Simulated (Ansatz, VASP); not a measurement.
**WSe2 in VASP and in Ansatz**

INCAR

```
PREC = Accurate
ENCUT = 520
EDIFF = 1E-6
ISMEAR = 0
SIGMA = 0.05
LREAL = F
LASPH = T
NELM = 100
ALGO = Normal
ISIF = 2
LWAVE = F
LCHARG = F
LDIPOL = T
IDIPOL = 3
DIPOL = 0.5 0.5 0.407
GGA = PE
IVDW = 12
NBANDS = 35
```

Contents of KPOINTS:

```
regular mesh
0
Gamma
  9 9 1
```

The input POSCAR:

```
WSe2
1.0
    3.2854929709      0.0000000000      0.0000000000
   -1.6427464855      2.8453203767      0.0000000000
    0.0000000000      0.0000000000     24.2386466774
Se W
4 2
Direct
    0.3333333333      0.6666666667      0.1856539294
    0.3333333333      0.6666666667      0.3246601777
    0.3333333333      0.6666666667      0.4900984571
    0.3333333333      0.6666666667      0.6291047054
    0.6666666667      0.3333333333      0.2551570536
    0.6666666667      0.3333333333      0.5596015813
```

Input for Ansatz:

```yaml
crystal:
  lattice:
    - [3.2854929709, 0.0, 0.0]
    - [-1.6427464855, 2.8453203767, 0.0]
    - [0.0, 0.0, 24.2386466774]
  atoms:
    - { symbol: Se, position: [0.3333333333, 0.6666666667, 0.1856539294] }
    - { symbol: W, position: [0.6666666667, 0.3333333333, 0.2551570536] }
    - { symbol: Se, position: [0.3333333333, 0.6666666667, 0.3246601777] }
    - { symbol: Se, position: [0.3333333333, 0.6666666667, 0.4900984571] }
    - { symbol: W, position: [0.6666666667, 0.3333333333, 0.5596015813] }
    - { symbol: Se, position: [0.3333333333, 0.6666666667, 0.6291047054] }
basis:
  ecutwfc: 420
kpoints:
  mp_grid: { grid: [9, 9, 1] }
hamiltonian:
  xc: pbe
  pseudopotentials: { kind: paw, azcp: { folder: soft_1 } }
  dispersion: d3bj
scf:
  occupations: { method: gaussian, width: 0.05 }
output:
  forces: true
  eigenvalues: true
efield:
  axis: 3
  dipole_correction: true
  ramp_width: 0.04
```

Alike in both runs: task single point; functional PBE; dispersion D3(BJ); k mesh 9 × 9 × 1; occupations gaussian, width 0.05 eV; no spin polarisation.

|  | VASP | Ansatz |
| --- | --- | --- |
| version | VASP 6.6.1 | Ansatz 0.2.0 |
| potentials or method | VASP PAW PBE potentials, release 64 (Se, W_sv), cutoff 520 eV | scalar-relativistic, plane waves, PAW |
| valence electrons in the cell | 52 | 92 |

Ansatz gave:

```
gap on the k mesh at the Fermi level (eV) : 1.58
least direct gap on the mesh (eV)         : 1.66
rms of the force components (eV/Å)        : 0.020
```

Task: What did VASP give for the same quantities?

Result: gap on the k mesh at the Fermi level (eV): 1.59; least direct gap on the mesh (eV): 1.65; rms of the force components (eV/Å): 0.038.

VASP's potentials hold 52 valence electrons a cell and Ansatz's 92, so a difference there can come from the potentials and not from the codes.

Spin-orbit coupling is off throughout.
